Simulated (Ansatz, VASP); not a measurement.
**One calculation of Ga, two programs**

File INCAR:

```
SYSTEM = Ga
  PREC = Accurate
  ENCUT = 520
  EDIFF = 1E-7
  ISMEAR = -1
  SIGMA = 0.1
  LREAL = .FALSE.
  LASPH = .TRUE.
  NELM = 60
  ALGO = Normal
  ISIF = 2
  LWAVE = .FALSE.
  LCHARG = .FALSE.
  GGA = B5
  ALDAX = 1.0
  AGGAX = 1.0
  AGGAC = 1.0
  ALDAC = 0.0
  NBANDS = 34
```

File KPOINTS:

```
Automatic mesh
0
G
  13 13 4
  0 0 0
```

File POSCAR:

```
Ga
1.0
    3.0869289459      0.0000000000      0.0000000000
   -1.5434644730      2.6733588868      0.0000000000
    0.0000000000      0.0000000000     10.0765431046
Ga
4
Direct
    0.0000000000      1.0000000000      1.0000000000
    0.0000000000      1.0000000000      0.5000000000
    0.3333333333      0.6666666667      0.2500000000
    0.6666666667      0.3333333333      0.7500000000
```

Input for Ansatz:

```yaml
crystal:
  lattice:
    - [3.0869289459, 0.0, 0.0]
    - [-1.543464473, 2.6733588868, 0.0]
    - [0.0, 0.0, 10.0765431046]
  atoms:
    - { symbol: Ga, position: [0.0, 1.0, 1.0] }
    - { symbol: Ga, position: [0.0, 1.0, 0.5] }
    - { symbol: Ga, position: [0.3333333333, 0.6666666667, 0.25] }
    - { symbol: Ga, position: [0.6666666667, 0.3333333333, 0.75] }
hamiltonian:
  xc: blyp
  pseudopotentials:
    kind: paw
    azcp:
      Ga: "pseudopotentials/Ga.paw.azcp"
basis:
  ecutwfc: 420
  fft_grid_basis: typed
kpoints:
  mp_grid: { grid: [13, 13, 4], shift: [0, 0, 0] }
magnetization:
  spin_polarized: false
scf:
  occupations: { method: fermi_dirac, width: 0.1 }
  lower_state_search: "off"
output:
  stress: true
```

Alike in both runs: task single point; functional BLYP; k mesh 13 × 13 × 4; occupations fermi-dirac, width 0.1 eV; no spin polarisation.

```csv
,VASP,Ansatz
version,VASP 6.6.1,Ansatz 0.2.0
potentials or method,"VASP PAW PBE potentials, release 64 (Ga_d), cutoff 520 eV","plane waves (420 eV) with PAW, scalar-relativistic"
valence electrons in the cell,52,52
```

|  | VASP | Ansatz | Ansatz less VASP |
| --- | --- | --- | --- |
| pressure (GPa) | 1.5 | 1.5 | 0.00 |
| traceless stress, the component that is largest in VASP (GPa) | 0.18 | 0.18 | -0.001 |

VASP's potentials were made for PBE, not for BLYP.
